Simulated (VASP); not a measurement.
# LiF in VASP: further runs, part 2 of 2

VASP 6.6.1.

### Step 4. Single point, PBE (uniaxial x strain +2.3%)

Contents of INCAR:

```
  PREC = Accurate
  ENCUT = 520
  EDIFF = 1E-7
  ISMEAR = -1
  SIGMA = 0.02
  LREAL = F
  LASPH = T
  NELM = 100
  ALGO = Normal
  ISIF = 2
  LWAVE = F
  LCHARG = F
  GGA = PE
  NBANDS = 12
```

Contents of KPOINTS:

```
regular mesh
0
Gamma
  10 10 10
```

Contents of POSCAR:

```
LiF
1.0
    0.0000000000      2.1446105480      2.1446105480
    2.1947944348      0.0000000000      2.1446105480
    2.1947944348      2.1446105480      0.0000000000
Li F
1 1
Direct
    0.0000000000      0.0000000000      0.0000000000
    0.2500000000      0.2500000000      0.2500000000
```

Potentials or basis: VASP PAW PBE potentials, release 64 (Li_sv, F).

The run is started by

```
> cat potpaw_PBE.64/Li_sv/POTCAR potpaw_PBE.64/F/POTCAR > POTCAR
> mpirun -np 1 vasp_std > vasp.out
```

OUTCAR:

```text
PREC = Accurate
   ENCUT = 520
   EDIFF = 1E-7
   ISMEAR = -1
   LREAL = F
   LASPH = T
   NELM = 100
   ISIF = 2
   GGA = PE

 ion  position               nearest neighbor table
   1  0.000  0.000  0.000-   2 1.87   2 1.87   2 1.87   2 1.87
   2  0.250  0.250  0.250-   1 1.87   1 1.87   1 1.87   1 1.87

  LATTYP: Found a body centered tetragonal cell.
 ALAT       =     3.0329373230
 C/A-ratio  =     1.4473061597

  Lattice vectors:

 A1 = (   2.1947944348,   0.0000000000,   2.1446105480)
 A2 = (   2.1947944348,   0.0000000000,  -2.1446105480)
 A3 = (  -2.1947944348,   2.1446105480,   0.0000000000)

Analysis of symmetry for initial positions (statically):
=====================================================================
 Subroutine PRICEL returns:
 Original cell was already a primitive cell.

 Routine SETGRP: Setting up the symmetry group for a
 body centered tetragonal supercell.

 Subroutine GETGRP returns: Found  8 space group operations
 (whereof  8 operations were pure point group operations)
 out of a pool of 16 trial point group operations.

The static configuration has the point symmetry D_2d.

Analysis of symmetry for dynamics (positions and initial velocities):
=====================================================================
 Subroutine PRICEL returns:
 Original cell was already a primitive cell.

 Routine SETGRP: Setting up the symmetry group for a
 body centered tetragonal supercell.

 Subroutine GETGRP returns: Found  8 space group operations
 (whereof  8 operations were pure point group operations)
 out of a pool of 16 trial point group operations.

The dynamic configuration has the point symmetry D_2d.

 Subroutine INISYM returns: Found  8 space group operations
 (whereof  8 operations are pure point group operations),
 and found     1 'primitive' translations

----------------------------------------------------------------------------------------

                                     Primitive cell

[... 109 lines left out ...]
     AMIX     =   0.40;   BMIX     =  1.00
     AMIX_MAG =   1.60;   BMIX_MAG =  1.00
  volume/ion in A,a.u.               =      10.09        68.12
  Fermi-wavevector in a.u.,A,eV,Ry     =   1.295293  2.447748 22.827627  1.677783
  Thomas-Fermi vector in A             =   2.426822
   LORBIT       =      0    0 simple, 1 ext, 2 COOP (PROOUT), +10 PAW based schemes
   GGA     = PE    functional components
[... 5 lines left out ...]
 non-spin polarized calculation
  energy-cutoff  :      520.00
  volume of cell :       20.19
 maximum number of plane-waves:       558
   NGX = 11   NGY = 11   NGZ = 11

 number of electron      10.0000000 magnetization

 number of electron       9.9999987 magnetization

 Free energy of the ion-electron system (eV)
  ---------------------------------------------------
  ext. energy  EPLUGINS =         0.00000000
  ---------------------------------------------------
  free energy    TOTEN  =        -9.62447982 eV

  energy without entropy =       -9.62447982  energy(sigma->0) =       -9.62447982

 E-fermi :  -2.0416     XC(G=0):  -8.7635

 val. band max:       -2.6188800913   @ k =   0.0000   0.0000   0.0000
 cond. band min:       5.1592825820   @ k =   0.0000   0.0000   0.0000
 fundamental gap:      7.7781626734
 Fermi energy:        -2.0416220867

 k-point     1 :       0.0000    0.0000    0.0000
  band No.  band energies     occupation
      1     -43.0364      2.00000
      2     -21.9366      2.00000
      3      -2.6590      2.00000
      4      -2.6189      2.00000
      5      -2.6189      2.00000
      6       5.1593      0.00000
      7      16.6584      0.00000
      8      16.6584      0.00000
      9      16.6729      0.00000
     10      24.8013      0.00000
     11      25.3946      0.00000
     12      25.3947      0.00000
[... 331 lines left out ...]
 k-point    24 :       0.4000    0.3000    0.0000
  band No.  band energies     occupation
      1     -42.9992      2.00000
      2     -21.7457      2.00000
      3      -3.8931      2.00000
      4      -3.2609      2.00000
      5      -3.2538      2.00000
      6       7.7927      0.00000
      7      13.9209      0.00000
      8      16.3515      0.00000
      9      16.6440      0.00000
     10      18.2711      0.00000
     11      25.1327      0.00000
     12      28.6632      0.00000

 [... further k-points ...]
[... 5 lines left out ...]
  --------------------------------------------------------------------------------------
  -------------------------------------------------------------------------------------
  Total        0.1374908      0.1950103      0.1950103      0.0000000      0.0000000      0.0000000
  in kB       10.9109699     15.4755933     15.4755933      0.0000000      0.0000000      0.0000000
  external PRESSURE =      13.9540522 kB  Pullay stress =       0.0000000 kB

 VOLUME and BASIS-vectors are now :
 -----------------------------------------------------------------------------
  energy-cutoff  :      520.00
  volume of cell :       20.19
      direct lattice vectors                 reciprocal lattice vectors
     0.000000000  2.144610548  2.144610548    -0.227811768  0.233142563  0.233142563
     2.194794435  0.000000000  2.144610548     0.227811768 -0.233142563  0.233142563
     2.194794435  2.144610548  0.000000000     0.227811768  0.233142563 -0.233142563

 POSITION                                       TOTAL-FORCE (eV/Angst)
 -----------------------------------------------------------------------------------
      0.00000      0.00000      0.00000        -0.000000      0.000000      0.000000
      1.09740      1.07231      1.07231         0.000000     -0.000000     -0.000000
 -----------------------------------------------------------------------------------
    total drift:                               -0.000000      0.000000      0.000000

  FREE ENERGIE OF THE ION-ELECTRON SYSTEM (eV)
  ---------------------------------------------------
  free  energy   TOTEN  =        -9.6244798210 eV

  energy  without entropy=       -9.6244798210  energy(sigma->0) =       -9.62447982
```

OSZICAR:

```text
N       E                     dE             d eps       ncg     rms          rms(c)
DAV:   1     0.328408470063E+02    0.32841E+02   -0.51697E+03  2536   0.815E+02
DAV:   2    -0.898075008959E+01   -0.41822E+02   -0.40981E+02  2948   0.185E+02
DAV:   3    -0.103153107325E+02   -0.13346E+01   -0.13300E+01  3180   0.292E+01
DAV:   4    -0.103363908033E+02   -0.21080E-01   -0.21078E-01  2868   0.410E+00
DAV:   5    -0.103367385654E+02   -0.34776E-03   -0.34776E-03  3244   0.405E-01    0.522E+00
DAV:   6    -0.959376199719E+01    0.74298E+00   -0.35478E+00  2644   0.115E+01    0.164E+00
DAV:   7    -0.960486241821E+01   -0.11100E-01   -0.25290E-02  2872   0.142E+00    0.102E+00
DAV:   8    -0.962412699478E+01   -0.19265E-01   -0.27444E-02  2828   0.160E+00    0.188E-01
DAV:   9    -0.962406026251E+01    0.66732E-04   -0.14461E-03  3044   0.315E-01    0.731E-02
DAV:  10    -0.962448863682E+01   -0.42837E-03   -0.73423E-04  2820   0.195E-01    0.400E-02
DAV:  11    -0.962447859754E+01    0.10039E-04   -0.38151E-05  2888   0.531E-02    0.856E-03
DAV:  12    -0.962447986200E+01   -0.12645E-05   -0.32638E-06  2912   0.159E-02    0.167E-03
DAV:  13    -0.962447982099E+01    0.41010E-07   -0.20181E-07  3036   0.349E-03
   1 F= -.96244798E+01 E0= -.96244798E+01  d E =-.288218E-14
```

Wall time 6.9 s (1 thread of Intel Xeon 6975P-C (Granite Rapids), shared host); peak memory 0.14 GiB.

Results:

```yaml
Free_energy: -9.6245 eV
Band_gap_on_the_k_mesh: 7.78 eV, direct
```

Caveat: the cell differs from its parent crystal (uniaxial x strain +2.3%); the cutoff is under 1.25 times the usual one of these potentials, so pressure, stress and relaxed cells hold a basis-set (Pulay) error.

### Step 5. Single point, r2SCAN (uniaxial x strain +2.3%)

POSCAR is that of step 4.

Contents of INCAR.step1:

```
SYSTEM = LiF
ALGO = Normal ; EDIFF = 1E-4
ENCUT = 520 ; GGA = PE
ISMEAR = 0 ; LASPH = .TRUE.
LCHARG = .FALSE. ; LREAL = .FALSE.
LWAVE = .TRUE. ; NBANDS = 12
NELM = 80 ; PREC = Accurate
SIGMA = 0.01
```

Contents of INCAR.step2:

```
SYSTEM = LiF
ALGO = Normal ; EDIFF = 1E-6
ENCUT = 520 ; ISIF = 2
ISMEAR = 0 ; ISTART = 1
LASPH = .TRUE. ; LCHARG = .TRUE.
LELF = .TRUE. ; LMIXTAU = .TRUE.
LREAL = .FALSE. ; LVHAR = .TRUE.
LWAVE = .FALSE. ; METAGGA = R2SCAN
NBANDS = 12 ; NELM = 80
PREC = Accurate ; SIGMA = 0.01
```

Contents of KPOINTS:

```
k-points
0
G
  10 10 10
  0 0 0
```

The run is started by

```
> cat potpaw_PBE.64/Li_sv/POTCAR potpaw_PBE.64/F/POTCAR > POTCAR
> cp INCAR.step1 INCAR
> mpirun -np 1 vasp_std > vasp.out
> cp INCAR.step2 INCAR
> mpirun -np 1 vasp_std > vasp.out
```

Run time: 32 s. Hardware: 1 thread of Intel Xeon 6975P-C (Granite Rapids), shared host; peak memory 0.14 GiB.

It converged, with:

```yaml
Free_energy: -11.8044 eV
Band_gap_on_the_k_mesh: 8.62 eV, direct
```

Levels at points of the mesh, in eV from the valence-band top:
```tsv
k point	band 3	band 4	band 5	band 6	band 7	band 8
(0.00, 0.00, 0.00)	-0.04	0.00	0.00	8.62	20.84	20.84
(0.50, 0.00, 0.00)	-1.92	-0.30	-0.22	12.69	15.82	20.09
(0.50, 0.50, 0.00)	-1.34	-0.82	-0.80	11.27	16.85	20.44
(0.00, 0.50, 0.50)	-1.38	-0.73	-0.73	11.25	16.67	20.86
```

Caveat: the cell differs from its parent crystal (uniaxial x strain +2.3%); the cutoff is under 1.25 times the usual one of these potentials, so pressure, stress and relaxed cells hold a basis-set (Pulay) error; the PAW data sets were made with another functional, which shifts forces and pressure a little. A k mesh can miss the band edges.

### Step 6. Single point, PBE (shear xy strain -3.2%)

Contents of INCAR:

```
SYSTEM = LiF
PREC = Accurate
ENCUT = 520
EDIFF = 1E-6
ISMEAR = -1
SIGMA = 0.02
LREAL = .False.
LASPH = .True.
NELM = 100
ALGO = Normal
ISIF = 2
LWAVE = .False.
LCHARG = .False.
GGA = PE
NBANDS = 12
```

Contents of KPOINTS:

```
regular mesh
0
Gamma
  10 10 10
  0 0 0
```

Contents of POSCAR:

```
LiF
1.0
   -0.0338848467      2.1446105480      2.1446105480
    2.1446105480     -0.0338848467      2.1446105480
    2.1107257013      2.1107257013      0.0000000000
Li F
1 1
Direct
   -0.0030721240     -0.0030721240      0.0030721240
    0.2530721240      0.2530721240      0.2469278760
```

Potentials or basis: VASP PAW PBE potentials, release 64 (Li_sv, F).

The run is started by

```
> cat potpaw_PBE.64/Li_sv/POTCAR potpaw_PBE.64/F/POTCAR > POTCAR
> mpirun -np 1 vasp_std > vasp.out
```

Run time: 11 s. Hardware: 1 thread of Intel Xeon 6975P-C (Granite Rapids), shared host; peak memory 0.15 GiB.

The run converged. Its results:

| Quantity | Value |
| --- | --- |
| Free energy | -9.6154 eV |
| Band gap on the k mesh | 7.85 eV, direct |

Forces in eV/Å, atoms in the order of the input:
```
Li   0.000  0.000 -0.003
F    0.000  0.000  0.003
```

Levels at points of the mesh, in eV from the valence-band top:
| k point | band 3 | band 4 | band 5 | band 6 | band 7 | band 8 |
| --- | --- | --- | --- | --- | --- | --- |
| (0.00, 0.00, 0.00) | -0.12 | -0.06 | 0.00 | 7.85 | 19.10 | 19.44 |
| (0.50, 0.00, 0.00) | -2.06 | -0.31 | -0.26 | 11.82 | 14.85 | 19.19 |
| (0.50, 0.50, 0.00) | -1.47 | -0.97 | -0.76 | 10.54 | 15.93 | 19.18 |
| (0.00, 0.00, 0.50) | -2.07 | -0.38 | -0.33 | 11.97 | 14.98 | 18.84 |
| (0.50, 0.00, 0.50) | -1.47 | -0.87 | -0.86 | 10.53 | 15.91 | 19.47 |

Caveat: the cell differs from its parent crystal (shear xy strain -3.2%); the cutoff is under 1.25 times the usual one of these potentials, so pressure, stress and relaxed cells hold a basis-set (Pulay) error.

### Step 7. Single point, r2SCAN (shear xy strain -3.2%)

POSCAR is that of step 6.

Contents of INCAR.step1:

```
SYSTEM = LiF
ALGO = Normal
EDIFF = 1E-4
ENCUT = 520
GGA = PE
ISMEAR = 0
LASPH = .True.
LCHARG = .False.
LREAL = .False.
LWAVE = .True.
NBANDS = 12
NELM = 60
PREC = Accurate
SIGMA = 0.01
```

Contents of INCAR.step2:

```
SYSTEM = LiF
ALGO = Normal
EDIFF = 1E-6
ENCUT = 520
ISIF = 2
ISMEAR = 0
ISTART = 1
LASPH = .True.
LCHARG = .False.
LMIXTAU = .True.
LREAL = .False.
LWAVE = .False.
METAGGA = R2SCAN
NBANDS = 12
NELM = 60
PREC = Accurate
SIGMA = 0.01
```

Contents of KPOINTS:

```
k-points
0
Gamma
  10 10 10
  0 0 0
```

The run is started by

```
> cat potpaw_PBE.64/Li_sv/POTCAR potpaw_PBE.64/F/POTCAR > POTCAR
> cp INCAR.step1 INCAR
> mpirun -np 1 vasp_std > vasp.out
> cp INCAR.step2 INCAR
> mpirun -np 1 vasp_std > vasp.out
```

Run time: 54 s. Hardware: 1 thread of Intel Xeon 6975P-C (Granite Rapids), shared host; peak memory 0.15 GiB.

Results (log left out):

```yaml
Free_energy: -11.8034 eV
Largest_force: 0.014 eV/Å
Band_gap_on_the_k_mesh: 8.69 eV, direct
```

Forces in eV/Å, atoms in the order of the input:
```
Li   0.000  0.000  0.014
F    0.000  0.000 -0.014
```

Levels at points of the mesh, in eV from the valence-band top:
```tsv
k point	band 2	band 3	band 4	band 5	band 6	band 7	band 8	band 9
(0.00, 0.00, 0.00)	-20.52	-0.12	-0.06	0.00	8.69	20.63	21.00	21.38
(0.50, 0.00, 0.00)	-20.37	-2.02	-0.31	-0.25	12.72	15.93	20.55	20.70
(0.50, 0.50, 0.00)	-20.30	-1.44	-0.97	-0.76	11.29	16.94	20.62	21.24
(0.00, 0.00, 0.50)	-20.34	-2.04	-0.38	-0.33	12.87	16.04	20.17	20.32
(0.50, 0.00, 0.50)	-20.30	-1.45	-0.86	-0.86	11.29	16.93	20.92	20.93
```

Caveat: the cell differs from its parent crystal (shear xy strain -3.2%); the cutoff is under 1.25 times the usual one of these potentials, so pressure, stress and relaxed cells hold a basis-set (Pulay) error; the PAW data sets were made with another functional, which shifts forces and pressure a little. A k mesh can miss the band edges.

### Step 8. Overview

```tsv
level	cell	smearing	gap on the mesh (eV)
PBE	a = 2.854 Å, angles 60.0°, 2 atoms	fermi-dirac 0.02 eV	9.02
r2SCAN	a = 2.854 Å, angles 60.0°, 2 atoms	gaussian 0.01 eV	9.93
PBE	a = 3.033, b = 3.069, c = 3.069 Å, angles 59.2, 60.4, 60.4°, 2 atoms	fermi-dirac 0.02 eV	7.78
r2SCAN	a = 3.033, b = 3.069, c = 3.069 Å, angles 59.2, 60.4, 60.4°, 2 atoms	gaussian 0.01 eV	8.62
PBE	a = 3.033, b = 3.033, c = 2.985 Å, angles 60.5, 60.5, 61.0°, 2 atoms	fermi-dirac 0.02 eV	7.85
r2SCAN	a = 3.033, b = 3.033, c = 2.985 Å, angles 60.5, 60.5, 61.0°, 2 atoms	gaussian 0.01 eV	8.69
```

Alike in all rows: task single point; potentials or basis VASP PAW PBE potentials, release 64 (Li_sv, F); no spin polarisation; k mesh 10 × 10 × 10; cutoff (eV) 520.

Caveats: the cutoff is under 1.25 times the usual one of these potentials, so pressure, stress and relaxed cells hold a basis-set (Pulay) error; the PAW data sets were made with another functional, which shifts forces and pressure a little (some runs).

Absolute energies hang on the potentials; compare differences alone.
